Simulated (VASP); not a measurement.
# Re (P6_3/mmc) in VASP: further runs

Runs on Re. Level: LDA. Tasks: single point, relaxation of cell and atoms.

All numbers are computed with VASP 6.6.1; they aren't measurements. Logs are shortened: lines on timing, memory, paths and dates and some standing lists are left out, and cuts for length are marked.

### Step 1. The cell of the first run

It takes space group P6_3/mmc (No. 194, hexagonal). Conventional cell: a = 2.737 Å, b = 2.737 Å, c = 4.417 Å, α = 90.00°, β = 90.00°, γ = 120.00°. Re (site symmetry -6m2) has 12 Re at 2.72 to 2.74 Å within 3.6 Å.

### Step 2. Single point, LDA

INCAR reads:

```
ALGO = Normal ; EDIFF = 1E-6
ENCUT = 500 ; GGA = CA
GGA_COMPAT = False ; ISIF = 2
ISMEAR = 0 ; LASPH = True
LCHARG = False ; LREAL = False
LWAVE = False ; NBANDS = 22
NELM = 120 ; PREC = Accurate
SIGMA = 0.05
```

KPOINTS reads:

```
k-points
0
Gamma
  18 18 10
```

POSCAR reads:

```
Re
1.0
    2.7369828641      0.0000000000      0.0000000000
   -1.3684914321      2.3702966900      0.0000000000
    0.0000000000      0.0000000000      4.4172726528
Re
2
Direct
    0.3333333333      0.6666666667      0.7500000000
    0.6666666667      0.3333333333      0.2500000000
```

Potentials or basis: VASP PAW LDA potentials, release 64 (Re_sv_GW).

On the command line:

```console
$ cat potpaw_LDA.64/Re_sv_GW/POTCAR > POTCAR
$ mpirun -np 1 vasp_std > vasp.out
```

OUTCAR:

```text
EDIFF = 1E-6
   ENCUT = 500
   GGA = CA
   ISIF = 2
   ISMEAR = 0
   LASPH = True
   LREAL = False
   NELM = 120
   PREC = Accurate

 ion  position               nearest neighbor table
   1  0.333  0.667  0.750-   2 2.72   2 2.72   2 2.72   2 2.72   2 2.72   2 2.72
   2  0.667  0.333  0.250-   1 2.72   1 2.72   1 2.72   1 2.72   1 2.72   1 2.72

  LATTYP: Found a hexagonal cell.
 ALAT       =     2.7369828641
 C/A-ratio  =     1.6139204636

  Lattice vectors:

 A1 = (   2.7369828641,   0.0000000000,   0.0000000000)
 A2 = (  -1.3684914321,   2.3702966900,   0.0000000000)
 A3 = (   0.0000000000,   0.0000000000,   4.4172726528)

Analysis of symmetry for initial positions (statically):
=====================================================================
 Subroutine PRICEL returns:
 Original cell was already a primitive cell.

 Routine SETGRP: Setting up the symmetry group for a
 hexagonal supercell.

 Subroutine GETGRP returns: Found 24 space group operations
 (whereof 12 operations were pure point group operations)
 out of a pool of 24 trial point group operations.

The static configuration has the point symmetry D_3d.
 The point group associated with its full space group is D_6h.

Analysis of symmetry for dynamics (positions and initial velocities):
=====================================================================
 Subroutine PRICEL returns:
 Original cell was already a primitive cell.

 Routine SETGRP: Setting up the symmetry group for a
 hexagonal supercell.

 Subroutine GETGRP returns: Found 24 space group operations
 (whereof 12 operations were pure point group operations)
 out of a pool of 24 trial point group operations.

The dynamic configuration has the point symmetry D_3d.
 The point group associated with its full space group is D_6h.

 Subroutine INISYM returns: Found 24 space group operations
 (whereof 12 operations are pure point group operations),
 and found     1 'primitive' translations

----------------------------------------------------------------------------------------

                                     Primitive cell

  volume of cell :      28.6569

  direct lattice vectors                    reciprocal lattice vectors
[... 76 lines left out ...]
   NGXF,Y,Z  is equivalent  to a cutoff of  24.30, 24.30, 24.09 a.u.
 SYSTEM =  unknown system
   PREC   = accura    normal or accurate (medium, high low for compatibility)
   ISTART =      0    job   : 0-new  1-cont  2-samecut
   ICHARG =      2    charge: 1-file 2-atom 10-const
   ISPIN  =      1    spin polarized calculation?
   LNONCOLLINEAR =      F non collinear calculations
   LSORBIT =      F    spin-orbit coupling
   LASPH  =      T    aspherical Exc in radial PAW
   ENCUT  =  500.0 eV  36.75 Ry    6.06 a.u.   4.99  4.99  8.05*2*pi/ulx,y,z
   NELM   =    120;   NELMIN=  2; NELMDL= -5     # of ELM steps
   EDIFF  = 0.1E-05   stopping-criterion for ELM
   LREAL  =      F    real-space projection
   EDIFFG = 0.1E-04   stopping-criterion for IOM
   NSW    =      0    number of steps for IOM
   IBRION =     -1    ionic relax: 0-MD 1-quasi-New 2-CG
   NFREE  =      0    steps in history (QN), initial steepest desc. (CG)
   ISIF   =      2    stress and relaxation
   ISYM   =      2    0-nonsym 1-usesym 2-fastsym
   POTIM  = 0.5000    time-step for ionic-motion
   TEBEG  =    0.0;   TEEND  =   0.0 temperature during run
   PSTRESS=    0.0 pullay stress
   NELECT =      30.0000    total number of electrons
   NUPDOWN=      -1.0000    fix difference up-down
   EMIN   =  10.00;   EMAX   =-10.00  energy-range for DOS
   EFERMI =   0.00;   METHOD = LEGACY
   ISMEAR =     0;   SIGMA  =   0.05  broadening in eV -4-tet -1-fermi 0-gaus
   EFERMI_NEDOS =   21; number of points for ismear=-14 and -15
   IALGO  =     38    algorithm
   IMIX   =      4    mixing-type and parameters
     AMIX     =   0.40;   BMIX     =  1.00
     AMIX_MAG =   1.60;   BMIX_MAG =  1.00
  volume/ion in A,a.u.               =      14.33        96.69
  Fermi-wavevector in a.u.,A,eV,Ry     =   1.662285  3.141264 37.595519  2.763193
  Thomas-Fermi vector in A             =   2.749202
   LORBIT       =      0    0 simple, 1 ext, 2 COOP (PROOUT), +10 PAW based schemes
   GGA     = CA    functional components
   LHFCALC =     F    Hartree Fock is set to
   AEXX    =    0.0000 exact exchange contribution
   IVDW    =     0    specifies the selected vdW correction
   LEPSILON=     F    determine dielectric tensor
   LRPA    =     F    only Hartree local field effects (RPA)
 non-spin polarized calculation
 Gauss-broadening in eV      SIGMA  =   0.05
  energy-cutoff  :      500.00
  volume of cell :       28.66
 maximum number of plane-waves:       756
 NGX is ok and might be reduce to    20
   NGX =  9   NGY =  9   NGZ = 17

 number of electron      29.9999994 magnetization

 Free energy of the ion-electron system (eV)
  ---------------------------------------------------
  ext. energy  EPLUGINS =         0.00000000
  ---------------------------------------------------
  free energy    TOTEN  =       -30.75038689 eV

  energy without entropy =      -30.74848224  energy(sigma->0) =      -30.74943456

 E-fermi :  13.2431     XC(G=0): -14.5791

 val. band max:       13.2334512100   @ k =   0.3889   0.2222   0.3000
 cond. band min:      13.2525584997   @ k =   0.3333   0.1667   0.4000
 fundamental gap:      0.0191072897
 Fermi energy:        13.2430883776

 k-point     1 :       0.0000    0.0000    0.0000
  band No.  band energies     occupation
      1     -66.1740      2.00000
      2     -66.0318      2.00000
      3     -28.9688      2.00000
      4     -27.7953      2.00000
      5     -27.7953      2.00000
      6     -27.6012      2.00000
[... 589 lines left out ...]
     21      23.6401      0.00000
     22      24.5889      0.00000

 [... further k-points ...]
[... 5 lines left out ...]
  --------------------------------------------------------------------------------------
  -------------------------------------------------------------------------------------
  Total       -0.1588310     -0.1588310     -0.1810433      0.0000000     -0.0000000     -0.0000000
  in kB       -8.8800803     -8.8800803    -10.1219484      0.0000000     -0.0000000     -0.0000000
  external PRESSURE =      -9.2940364 kB  Pullay stress =       0.0000000 kB

 VOLUME and BASIS-vectors are now :
 -----------------------------------------------------------------------------
  energy-cutoff  :      500.00
  volume of cell :       28.66
      direct lattice vectors                 reciprocal lattice vectors
     2.736982864  0.000000000  0.000000000     0.365365824  0.210944057  0.000000000
    -1.368491432  2.370296690  0.000000000     0.000000000  0.421888114  0.000000000
     0.000000000  0.000000000  4.417272653     0.000000000  0.000000000  0.226384033

 POSITION                                       TOTAL-FORCE (eV/Angst)
 -----------------------------------------------------------------------------------
     -0.00000      1.58020      3.31295        -0.000000      0.000000      0.000000
      1.36849      0.79010      1.10432         0.000000     -0.000000      0.000000
 -----------------------------------------------------------------------------------
    total drift:                                0.000000     -0.000000      0.000000

  FREE ENERGIE OF THE ION-ELECTRON SYSTEM (eV)
  ---------------------------------------------------
  free  energy   TOTEN  =       -30.7503868883 eV

  energy  without entropy=      -30.7484822364  energy(sigma->0) =      -30.74943456
```

stdout:

```text
POSCAR found type information on POSCAR Re
 POSCAR found :  1 types and       2 ions
 scaLAPACK will be used
 LDA part: xc-table for (Slater(with rela. corr.)+CA(PZ))
 , standard interpolation
 POSCAR, INCAR and KPOINTS ok, starting setup
 FFT: planning ... GRIDC
 FFT: planning ... GRID_SOFT
 FFT: planning ... GRID
 WAVECAR not read
 entering main loop
```

Run time: 52 s. Hardware: 1 thread of Intel Xeon Platinum 8488C (Sapphire Rapids), shared host; peak memory 0.22 GiB.

What came out:

```yaml
Free_energy: -30.7504 eV
Pressure: -0.9 GPa
Band_gap_on_the_k_mesh: zero (bands 15 and 16 overlap by 3.46 eV)
```

Stress tensor (GPa, compression positive):
```
-0.89  0.00  0.00
 0.00 -0.89  0.00
 0.00  0.00 -1.01
```

Levels at points of the mesh, in eV from the Fermi level:
```tsv
k point	band 12	band 13	band 14	band 15	band 16	band 17	band 18	band 19
(0.00, 0.00, 0.00)	-1.67	-1.66	-0.79	-0.79	0.16	0.16	0.83	3.47
(0.50, 0.00, 0.00)	-2.04	-1.64	-1.39	-0.60	4.13	4.56	4.69	6.34
(0.00, 0.00, 0.50)	-2.43	-1.80	-1.80	-1.80	-1.80	2.64	2.64	2.64
(0.50, 0.00, 0.50)	-4.25	0.38	0.38	1.07	1.07	4.45	4.45	4.99
```

Caveat: spin-orbit coupling is left out, which moves the levels of the heavy elements.

### Step 3. Relaxation of cell and atoms, LDA

This run uses another cell than the first one, of 14.70 Å³/atom.

INCAR reads:

```
PREC = Accurate ; ENCUT = 500
EDIFF = 1E-7 ; ISMEAR = 0
SIGMA = 0.05 ; LREAL = False
LASPH = True ; NELM = 120
ALGO = Normal ; ISIF = 3
LWAVE = False ; LCHARG = False
IBRION = 2 ; NSW = 80
EDIFFG = -0.01 ; GGA_COMPAT = False
NELMIN = 4
```

KPOINTS reads:

```
Automatic mesh
0
Gamma
  18 18 10
```

POSCAR reads:

```
Re
1.0
    2.7600000000      0.0000000000      0.0000000000
   -1.3800000000      2.3902301144      0.0000000000
    0.0000000000      0.0000000000      4.4574000000
Re
2
Direct
    0.3333333333      0.6666666667      0.7500000000
    0.6666666667      0.3333333333      0.2500000000
```

Potentials or basis: VASP PAW LDA potentials, release 64 (Re_sv_GW).

On the command line:

```console
$ cat potpaw_LDA.64/Re_sv_GW/POTCAR > POTCAR
$ mpirun -np 1 vasp_std > vasp.out
```

OUTCAR:

```text
PREC = Accurate
   ENCUT = 500
   EDIFF = 1E-7
   ISMEAR = 0
   LREAL = False
   LASPH = True
   NELM = 120
   ISIF = 3
   IBRION = 2
   NSW = 80
   EDIFFG = -0.01
   NELMIN = 4

 ion  position               nearest neighbor table
   1  0.333  0.667  0.750-   2 2.74   2 2.74   2 2.74   2 2.74   2 2.74   2 2.74
   2  0.667  0.333  0.250-   1 2.74   1 2.74   1 2.74   1 2.74   1 2.74   1 2.74

  LATTYP: Found a hexagonal cell.
 ALAT       =     2.7600000000
 C/A-ratio  =     1.6150000000

  Lattice vectors:

 A1 = (   2.7600000000,   0.0000000000,   0.0000000000)
 A2 = (  -1.3800000000,   2.3902301144,   0.0000000000)
 A3 = (   0.0000000000,   0.0000000000,   4.4574000000)

Analysis of symmetry for initial positions (statically):
=====================================================================
 Subroutine PRICEL returns:
 Original cell was already a primitive cell.

 Routine SETGRP: Setting up the symmetry group for a
 hexagonal supercell.

 Subroutine GETGRP returns: Found 24 space group operations
 (whereof 12 operations were pure point group operations)
[... 167 lines left out ...]

  energy without entropy =      -30.73115467  energy(sigma->0) =      -30.73217500

------------------------ aborting loop because EDIFF is reached ----------------------------------------

  FORCE on cell =-STRESS in cart. coord.  units (eV):
  Direction    XX          YY          ZZ          XY          YZ          ZX
  --------------------------------------------------------------------------------------
  -------------------------------------------------------------------------------------
  Total       -1.9689822     -1.9689822     -2.0394285      0.0000000      0.0000000      0.0000000
  in kB     -107.2807935   -107.2807935   -111.1190888      0.0000000      0.0000000      0.0000000
  external PRESSURE =    -108.5602253 kB  Pullay stress =       0.0000000 kB
[... 275 lines left out ...]
--------------------------------------- Ionic step        9  -------------------------------------------

 number of electron      30.0000000 magnetization

 Free energy of the ion-electron system (eV)
  ---------------------------------------------------
  ext. energy  EPLUGINS =         0.00000000
  ---------------------------------------------------
  free energy    TOTEN  =       -30.76126429 eV

  energy without entropy =      -30.75936364  energy(sigma->0) =      -30.76031396

 E-fermi :  13.2784     XC(G=0): -14.5912

 val. band max:       13.2692926358   @ k =   0.1667   0.1111   0.0000
 cond. band min:      13.2877627781   @ k =   0.3333   0.1667   0.4000
 fundamental gap:      0.0184701422
 Fermi energy:        13.2784214051

 k-point     1 :       0.0000    0.0000    0.0000
  band No.  band energies     occupation
      1     -66.1402      2.00000
      2     -65.9966      2.00000
      3     -28.9383      2.00000
      4     -27.7571      2.00000
      5     -27.7571      2.00000
      6     -27.5616      2.00000
[... 505 lines left out ...]
      6     -28.1166      2.00000
[... 11 lines left out ...]
     18      17.5538      0.00000
     19      19.1883      0.00000

 [... further k-points ...]
[... 5 lines left out ...]
  --------------------------------------------------------------------------------------
  -------------------------------------------------------------------------------------
  Total       -0.0004815     -0.0004815      0.0008032     -0.0000000     -0.0000000      0.0000000
  in kB       -0.0269744     -0.0269744      0.0449973     -0.0000000     -0.0000000      0.0000000
  external PRESSURE =      -0.0029838 kB  Pullay stress =       0.0000000 kB
[... 17 lines left out ...]
  FREE ENERGIE OF THE ION-ELECTRON SYSTEM (eV)
  ---------------------------------------------------
  free  energy   TOTEN  =       -30.7612642870 eV

  energy  without entropy=      -30.7593636403  energy(sigma->0) =      -30.76031396

 reached required accuracy - stopping structural energy minimisation
```

OSZICAR:

```text
N       E                     dE             d eps       ncg     rms          rms(c)
DAV:   1     0.277102570395E+03    0.27710E+03   -0.21125E+04  8836   0.160E+03
DAV:   2    -0.193599901297E+02   -0.29646E+03   -0.28907E+03 10570   0.464E+02
[... 93 lines left out ...]
   8 F= -.30761261E+02 E0= -.30760306E+02  d E =0.949812E-06
       N       E                     dE             d eps       ncg     rms          rms(c)
DAV:   1    -0.307613041437E+02   -0.43399E-04   -0.20221E-03  8436   0.453E-01    0.640E-02
DAV:   2    -0.307612709199E+02    0.33224E-04   -0.88509E-05  8679   0.787E-02    0.304E-02
DAV:   3    -0.307612648571E+02    0.60628E-05   -0.10648E-05  9896   0.282E-02    0.181E-02
DAV:   4    -0.307612642007E+02    0.65642E-06   -0.20614E-06  9965   0.126E-02    0.647E-03
DAV:   5    -0.307612642870E+02   -0.86303E-07   -0.97676E-08  5055   0.257E-03
   9 F= -.30761264E+02 E0= -.30760314E+02  d E =-.261029E-05
```

It took 8.3 min on 1 thread of Intel Xeon Platinum 8259CL at 2.50GHz (Skylake/Cascade Lake), shared host; peak memory 0.23 GiB.

What came out:

- Free energy: -30.7613 eV
- Relaxed volume: 14.30 Å³/atom
- Relaxed cell: a = 2.735 Å, b = 2.735 Å, c = 4.414 Å, α = 90.00°, β = 90.00°, γ = 120.00°
- Space group after relaxing (to 0.1 Å): P6_3/mmc (No. 194)
- Energy gained by relaxing: 14.0 meV/atom
- Ionic steps: 9
- Pressure after relaxing: 0.0 GPa
- Band gap on the k mesh: zero (bands 15 and 16 overlap by 3.47 eV)

The path:
| step | energy change (eV) | largest force (eV/Å) | pressure (GPa) | volume (Å³) |
| --- | --- | --- | --- | --- |
| 1 | 0.0000 | 0.0000 | -10.86 | 29.41 |
| 2 | 0.5601 | 0.0000 | 64.92 | 25.37 |
| 3 | -0.0280 | 0.0000 | -0.66 | 28.64 |
| 4 | -0.0281 | 0.0000 | -0.10 | 28.61 |
| 5 | -0.0281 | 0.0000 | 0.13 | 28.59 |
| 6 | -0.0280 | 0.0000 | -0.45 | 28.63 |
| 7 | -0.0281 | 0.0000 | -0.06 | 28.60 |
| 8 | -0.0281 | 0.0000 | 0.04 | 28.59 |
| 9 | -0.0281 | 0.0000 | 0.00 | 28.60 |

Final structure:
```
Re
1.0
     2.73534    0.00000    0.00000
    -1.36767    2.36887    0.00000
     0.00000    0.00000    4.41367
Re
2
Cartesian
  0.0000 1.5792 3.3103
  1.3677 0.7896 1.1034
```

Levels at points of the mesh, in eV from the Fermi level:
| k point | band 11 | band 12 | band 13 | band 14 | band 15 | band 16 | band 17 | band 18 | band 19 |
| --- | --- | --- | --- | --- | --- | --- | --- | --- | --- |
| (0.00, 0.00, 0.00) | -1.67 | -1.67 | -1.66 | -0.80 | -0.80 | 0.16 | 0.16 | 0.83 | 3.48 |
| (0.50, 0.00, 0.00) | -5.43 | -2.05 | -1.64 | -1.39 | -0.60 | 4.14 | 4.58 | 4.70 | 6.36 |
| (0.00, 0.00, 0.50) | -2.44 | -2.44 | -1.81 | -1.81 | -1.81 | -1.81 | 2.64 | 2.64 | 2.64 |
| (0.50, 0.00, 0.50) | -4.26 | -4.26 | 0.38 | 0.38 | 1.07 | 1.07 | 4.47 | 4.47 | 5.01 |

Caveat: spin-orbit coupling is left out, which moves the levels of the heavy elements.
